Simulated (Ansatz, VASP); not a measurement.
## Two plane-wave programs on HfN

```xyz
2
Lattice="2.8250 0.0000 0.0000 0.0000 2.8250 0.0000 0.0000 0.0000 2.8250" Properties=species:S:1:pos:R:3 pbc="T T T"
Hf    1.4125    1.4125    1.4125
N     0.0000    0.0000    0.0000
```

Alike in both runs: functional r2SCAN; k mesh 9 × 9 × 9; occupations fermi-dirac, width 0.05 eV; no spin polarisation.

|  | VASP | Ansatz |
| --- | --- | --- |
| version | VASP 6.6.1 | Ansatz 0.2.0 |
| potentials or method | VASP PAW PBE potentials, release 64 (Hf_pv, N) | Ansatz PAW |
| plane-wave cutoff (eV) | 520 | 500 |
| valence electrons in the cell | 15 | 31 |
| task | single point | band structure |

|  | VASP | Ansatz | Ansatz less VASP |
| --- | --- | --- | --- |
| gap on the k mesh at the Fermi level (eV) | none | none | - |
| pressure (GPa) | -7.9 | -5.3 | +2.65 |

VASP's potentials were made for PBE, not for r2SCAN. A gap of «none» marks a metal or a gap that the smearing closes. VASP's potentials hold 15 valence electrons a cell and Ansatz's 31, so a difference there can come from the potentials and not from the codes.

Spin-orbit coupling is off throughout.
